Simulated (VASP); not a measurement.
# CO2 (Pa-3) in VASP: notebook

The runs below take CO2 through single point, relaxation of the atoms, with PBE.

Everything below comes from runs of VASP 6.6.1. Logs are shortened: lines on timing, memory, paths and dates and some standing lists are left out, and cuts for length are marked.

**1. The cell of the first run**

It takes space group Pa-3 (No. 205, cubic). The conventional cell has a = 5.624 Å, b = 5.624 Å, c = 5.624 Å, α = 90.00°, β = 90.00°, γ = 90.00°. C (site symmetry -3) has 2 O at 1.17 Å within 1.6 Å. O (site symmetry 3) has 1 C at 1.17 Å within 1.6 Å.

**2. Single point, PBE**

INCAR

```
SYSTEM = CO2
PREC = Accurate
ENCUT = 520
EDIFF = 1E-7
ISMEAR = -1
SIGMA = 0.02
LREAL = .FALSE.
LASPH = .TRUE.
NELM = 60
ALGO = Normal
ISIF = 2
LWAVE = .FALSE.
LCHARG = .FALSE.
GGA = PE
NBANDS = 44
```

KPOINTS

```
regular mesh
0
G
  4 4 4
  0 0 0
```

POSCAR

```
CO2
1.0
    5.6240000000      0.0000000000      0.0000000000
    0.0000000000      5.6240000000      0.0000000000
    0.0000000000      0.0000000000      5.6240000000
C O
4 8
Direct
    0.0000000000      0.0000000000      0.0000000000
    0.5000000000      0.0000000000      0.5000000000
    0.5000000000      0.5000000000      0.0000000000
    0.0000000000      0.5000000000      0.5000000000
    0.1199473893      0.1199473893      0.1199473893
    0.3800526107      0.8800526107      0.6199473893
    0.6199473893      0.3800526107      0.8800526107
    0.8800526107      0.6199473893      0.3800526107
    0.8800526107      0.8800526107      0.8800526107
    0.6199473893      0.1199473893      0.3800526107
    0.3800526107      0.6199473893      0.1199473893
    0.1199473893      0.3800526107      0.6199473893
```

Potentials or basis: VASP PAW PBE potentials, release 64 (C, O).

Launch:

```console
$ cat potpaw_PBE.64/C/POTCAR potpaw_PBE.64/O/POTCAR > POTCAR
$ mpirun -np 1 vasp_std > vasp.out
```

OUTCAR:

```text
SYSTEM = CO2
   PREC = Accurate
   ENCUT = 520
   EDIFF = 1E-7
   ISMEAR = -1
   LREAL = .FALSE.
   LASPH = .TRUE.
   NELM = 60
   ISIF = 2
   GGA = PE

 ion  position               nearest neighbor table
   1  0.000  0.000  0.000-   5 1.17   9 1.17
   2  0.500  0.000  0.500-   6 1.17  10 1.17
   3  0.500  0.500  0.000-   7 1.17  11 1.17
   4  0.000  0.500  0.500-   8 1.17  12 1.17
   5  0.120  0.120  0.120-   1 1.17
   6  0.380  0.880  0.620-   2 1.17
   7  0.620  0.380  0.880-   3 1.17
   8  0.880  0.620  0.380-   4 1.17
   9  0.880  0.880  0.880-   1 1.17
  10  0.620  0.120  0.380-   2 1.17
  11  0.380  0.620  0.120-   3 1.17
  12  0.120  0.380  0.620-   4 1.17

  LATTYP: Found a simple cubic cell.
 ALAT       =     5.6240000000

  Lattice vectors:

 A1 = (   5.6240000000,   0.0000000000,   0.0000000000)
 A2 = (   0.0000000000,   5.6240000000,   0.0000000000)
 A3 = (   0.0000000000,   0.0000000000,   5.6240000000)

Analysis of symmetry for initial positions (statically):
=====================================================================
 Subroutine PRICEL returns:
 Original cell was already a primitive cell.

 Routine SETGRP: Setting up the symmetry group for a
 simple cubic supercell.

 Subroutine GETGRP returns: Found 24 space group operations
 (whereof  6 operations were pure point group operations)
 out of a pool of 48 trial point group operations.

The static configuration has the point symmetry S_6 .
 The point group associated with its full space group is T_h .

Analysis of symmetry for dynamics (positions and initial velocities):
=====================================================================
 Subroutine PRICEL returns:
 Original cell was already a primitive cell.

 Routine SETGRP: Setting up the symmetry group for a
 simple cubic supercell.

 Subroutine GETGRP returns: Found 24 space group operations
 (whereof  6 operations were pure point group operations)
 out of a pool of 48 trial point group operations.

The dynamic configuration has the point symmetry S_6 .
 The point group associated with its full space group is T_h .

 Subroutine INISYM returns: Found 24 space group operations
 (whereof  6 operations are pure point group operations),
 and found     1 'primitive' translations

----------------------------------------------------------------------------------------

                                     Primitive cell

  volume of cell :     177.8836

  direct lattice vectors                    reciprocal lattice vectors
     5.624000000  0.000000000  0.000000000     0.177809388  0.000000000  0.000000000
     0.000000000  5.624000000  0.000000000     0.000000000  0.177809388  0.000000000
     0.000000000  0.000000000  5.624000000     0.000000000  0.000000000  0.177809388

  length of vectors
     5.624000000  5.624000000  5.624000000     0.177809388  0.177809388  0.177809388

  position of ions in fractional coordinates (direct lattice)
     0.000000000  0.000000000  0.000000000
     0.500000000  0.000000000  0.500000000
     0.500000000  0.500000000  0.000000000
     0.000000000  0.500000000  0.500000000
     0.119947389  0.119947389  0.119947389
     0.380052611  0.880052611  0.619947389
     0.619947389  0.380052611  0.880052611
     0.880052611  0.619947389  0.380052611
     0.880052611  0.880052611  0.880052611
     0.619947389  0.119947389  0.380052611
     0.380052611  0.619947389  0.119947389
     0.119947389  0.380052611  0.619947389

  ion indices of the primitive-cell ions
   primitive index   ion index
                 1           1
                 2           2
                 3           3
                 4           4
                 5           5
                 6           6
                 7           7
                 8           8
                 9           9
                10          10
                11          11
                12          12

----------------------------------------------------------------------------------------

 KPOINTS: regular mesh

Automatic generation of k-mesh.
 Grid dimensions read from file:
 generate k-points for:    4    4    4

 Generating k-lattice:

  Cartesian coordinates                     Fractional coordinates (reciprocal lattice)
     0.044452347  0.000000000  0.000000000     0.250000000  0.000000000  0.000000000
     0.000000000  0.044452347  0.000000000     0.000000000  0.250000000  0.000000000
     0.000000000  0.000000000  0.044452347     0.000000000  0.000000000  0.250000000

  Length of vectors
     0.044452347  0.044452347  0.044452347

  Shift w.r.t. Gamma in fractional coordinates (k-lattice)
     0.000000000  0.000000000  0.000000000

 Subroutine IBZKPT returns following result:
 ===========================================

 Found     11 irreducible k-points:

 Following reciprocal coordinates:
            Coordinates               Weight
  0.000000  0.000000  0.000000      1.000000
  0.250000  0.000000  0.000000      6.000000
  0.500000  0.000000  0.000000      3.000000
  0.250000  0.250000  0.000000     12.000000
  0.500000  0.250000  0.000000      6.000000
 -0.250000  0.500000  0.000000      6.000000
  0.500000  0.500000  0.000000      3.000000
  0.250000  0.250000  0.250000      8.000000
  0.500000  0.250000  0.250000     12.000000
  0.500000  0.500000  0.250000      6.000000
  0.500000  0.500000  0.500000      1.000000
   k-points           NKPTS =     11   k-points in BZ     NKDIM =     11   number of bands    NBANDS=     44
   number of dos      NEDOS =    301   number of ions     NIONS =     12
   total plane-waves  NPLWV =  74088
   dimension x,y,z NGX =    42 NGY =   42 NGZ =   42
   dimension x,y,z NGXF=    84 NGYF=   84 NGZF=   84
   ions per type =               4   8
   NGX,Y,Z   is equivalent  to a cutoff of  12.42, 12.42, 12.42 a.u.
   NGXF,Y,Z  is equivalent  to a cutoff of  24.83, 24.83, 24.83 a.u.
 SYSTEM =  CO2
   PREC   = accura    normal or accurate (medium, high low for compatibility)
   ISTART =      0    job   : 0-new  1-cont  2-samecut
   ICHARG =      2    charge: 1-file 2-atom 10-const
   ISPIN  =      1    spin polarized calculation?
   LNONCOLLINEAR =      F non collinear calculations
   LSORBIT =      F    spin-orbit coupling
   LASPH  =      T    aspherical Exc in radial PAW
   ENCUT  =  520.0 eV  38.22 Ry    6.18 a.u.  10.46 10.46 10.46*2*pi/ulx,y,z
   NELM   =     60;   NELMIN=  2; NELMDL= -5     # of ELM steps
   EDIFF  = 0.1E-06   stopping-criterion for ELM
   LREAL  =      F    real-space projection
   EDIFFG = 0.1E-05   stopping-criterion for IOM
   NSW    =      0    number of steps for IOM
   IBRION =     -1    ionic relax: 0-MD 1-quasi-New 2-CG
   NFREE  =      0    steps in history (QN), initial steepest desc. (CG)
   ISIF   =      2    stress and relaxation
   ISYM   =      2    0-nonsym 1-usesym 2-fastsym
   POTIM  = 0.5000    time-step for ionic-motion
   TEBEG  =    0.0;   TEEND  =   0.0 temperature during run
   PSTRESS=    0.0 pullay stress
   NELECT =      64.0000    total number of electrons
   NUPDOWN=      -1.0000    fix difference up-down
   EMIN   =  10.00;   EMAX   =-10.00  energy-range for DOS
   EFERMI =   0.00;   METHOD = LEGACY
   ISMEAR =    -1;   SIGMA  =   0.02  broadening in eV -4-tet -1-fermi 0-gaus
   EFERMI_NEDOS =   21; number of points for ismear=-14 and -15
   IALGO  =     38    algorithm
   IMIX   =      4    mixing-type and parameters
     AMIX     =   0.40;   BMIX     =  1.00
     AMIX_MAG =   1.60;   BMIX_MAG =  1.00
  volume/ion in A,a.u.               =      14.82       100.03
  Fermi-wavevector in a.u.,A,eV,Ry     =   1.164366  2.200333 18.446073  1.355748
  Thomas-Fermi vector in A             =   2.300905
   LORBIT       =      0    0 simple, 1 ext, 2 COOP (PROOUT), +10 PAW based schemes
   GGA     = PE    functional components
   LHFCALC =     F    Hartree Fock is set to
   AEXX    =    0.0000 exact exchange contribution
   IVDW    =     0    specifies the selected vdW correction
   LEPSILON=     F    determine dielectric tensor
   LRPA    =     F    only Hartree local field effects (RPA)
 non-spin polarized calculation
  energy-cutoff  :      520.00
  volume of cell :      177.88
 maximum number of plane-waves:      4828
 NGX is ok and might be reduce to    42
   NGX = 21   NGY = 21   NGZ = 21

 number of electron      63.9999950 magnetization

 Free energy of the ion-electron system (eV)
  ---------------------------------------------------
  ext. energy  EPLUGINS =         0.00000000
  ---------------------------------------------------
  free energy    TOTEN  =       -92.13146778 eV

  energy without entropy =      -92.13146778  energy(sigma->0) =      -92.13146778

 E-fermi :  -3.1982     XC(G=0):  -7.8350

 val. band max:       -3.6788391204   @ k =   0.0000   0.0000   0.0000
 cond. band min:       3.0894164844   @ k =   0.0000   0.0000   0.0000
 fundamental gap:      6.7682556048
 Fermi energy:        -3.1981599966

 k-point     1 :       0.0000    0.0000    0.0000
  band No.  band energies     occupation
      1     -24.2668      2.00000
      2     -24.0635      2.00000
      3     -24.0635      2.00000
      4     -24.0635      2.00000
      5     -23.1314      2.00000
      6     -23.1314      2.00000
[... 36 lines left out ...]
     43       7.1415      0.00000
     44       7.1415      0.00000

 k-point     2 :       0.2500    0.0000    0.0000
  band No.  band energies     occupation
      1     -24.2388      2.00000
      2     -24.0952      2.00000
      3     -24.0633      2.00000
      4     -24.0633      2.00000
      5     -23.1299      2.00000
      6     -23.1298      2.00000
[... 36 lines left out ...]
     43       7.4135      0.00000
     44       7.4228      0.00000

 k-point     3 :       0.5000    0.0000    0.0000
  band No.  band energies     occupation
      1     -24.1689      2.00000
      2     -24.1689      2.00000
      3     -24.0632      2.00000
      4     -24.0632      2.00000
      5     -23.1286      2.00000
      6     -23.1286      2.00000
[... 36 lines left out ...]
     43       7.7630      0.00000
     44       7.7630      0.00000

 k-point     4 :       0.2500    0.2500    0.0000
  band No.  band energies     occupation
      1     -24.2142      2.00000
      2     -24.0902      2.00000
      3     -24.0901      2.00000
      4     -24.0676      2.00000
      5     -23.1286      2.00000
      6     -23.1239      2.00000
[... 271 lines left out ...]
     43       6.7954      0.00000
     44       6.7954      0.00000

 k-point    10 :       0.5000    0.5000    0.2500
  band No.  band energies     occupation
      1     -24.1148      2.00000
      2     -24.1148      2.00000
      3     -24.1148      2.00000
      4     -24.1148      2.00000
      5     -23.1186      2.00000
      6     -23.1186      2.00000
[... 36 lines left out ...]
     43       5.9709      0.00000
     44       5.9709      0.00000

 k-point    11 :       0.5000    0.5000    0.5000
  band No.  band energies     occupation
      1     -24.1138      2.00000
      2     -24.1138      2.00000
      3     -24.1138      2.00000
      4     -24.1138      2.00000
      5     -23.1198      2.00000
      6     -23.1198      2.00000
[... 36 lines left out ...]
     43       5.9645      0.00000
     44       5.9645      0.00000

------------------------ aborting loop because EDIFF is reached ----------------------------------------

  FORCE on cell =-STRESS in cart. coord.  units (eV):
  Direction    XX          YY          ZZ          XY          YZ          ZX
  --------------------------------------------------------------------------------------
  -------------------------------------------------------------------------------------
  Total        3.1229385      3.1229385      3.1229385     -0.0000000      0.0000000      0.0000000
  in kB       28.1279495     28.1279495     28.1279495     -0.0000000      0.0000000      0.0000000
  external PRESSURE =      28.1279495 kB  Pullay stress =       0.0000000 kB

 VOLUME and BASIS-vectors are now :
 -----------------------------------------------------------------------------
  energy-cutoff  :      520.00
  volume of cell :      177.88
      direct lattice vectors                 reciprocal lattice vectors
     5.624000000  0.000000000  0.000000000     0.177809388  0.000000000  0.000000000
     0.000000000  5.624000000  0.000000000     0.000000000  0.177809388  0.000000000
     0.000000000  0.000000000  5.624000000     0.000000000  0.000000000  0.177809388

 POSITION                                       TOTAL-FORCE (eV/Angst)
 -----------------------------------------------------------------------------------
      0.00000      0.00000      0.00000         0.000000      0.000000     -0.000000
      2.81200      0.00000      2.81200         0.000000      0.000000     -0.000000
      2.81200      2.81200      0.00000         0.000000      0.000000     -0.000000
      0.00000      2.81200      2.81200         0.000000      0.000000     -0.000000
      0.67458      0.67458      0.67458         0.368251      0.368251      0.368251
      2.13742      4.94942      3.48658        -0.368251     -0.368251      0.368251
      3.48658      2.13742      4.94942         0.368251     -0.368251     -0.368251
      4.94942      3.48658      2.13742        -0.368251      0.368251     -0.368251
      4.94942      4.94942      4.94942        -0.368251     -0.368251     -0.368251
      3.48658      0.67458      2.13742         0.368251      0.368251     -0.368251
      2.13742      3.48658      0.67458        -0.368251      0.368251      0.368251
      0.67458      2.13742      3.48658         0.368251     -0.368251      0.368251
 -----------------------------------------------------------------------------------
    total drift:                                0.000000     -0.000000      0.000000

  FREE ENERGIE OF THE ION-ELECTRON SYSTEM (eV)
  ---------------------------------------------------
  free  energy   TOTEN  =       -92.1314677841 eV

  energy  without entropy=      -92.1314677841  energy(sigma->0) =      -92.13146778
```

Wall time 70 s (1 thread of Intel Xeon Platinum 8375C at 2.90GHz (Ice Lake), shared host); peak memory 0.27 GiB.

What came out:

```
Free energy            : -92.1315 eV
Pressure               : 2.8 GPa
Largest force          : 0.638 eV/Å
Band gap on the k mesh : 6.77 eV
```

Forces on the atoms (eV/Å):
```
C    0.000  0.000  0.000
C    0.000  0.000  0.000
C    0.000  0.000  0.000
C    0.000  0.000  0.000
O    0.368  0.368  0.368
O   -0.368 -0.368  0.368
O    0.368 -0.368 -0.368
O   -0.368  0.368 -0.368
O   -0.368 -0.368 -0.368
O    0.368  0.368 -0.368
O   -0.368  0.368  0.368
O    0.368 -0.368  0.368
```

Caveat: this functional lacks dispersion, which holds the molecules together, so the pressure and a relaxed volume are unreliable.

(Continued in part 2 of 2.)
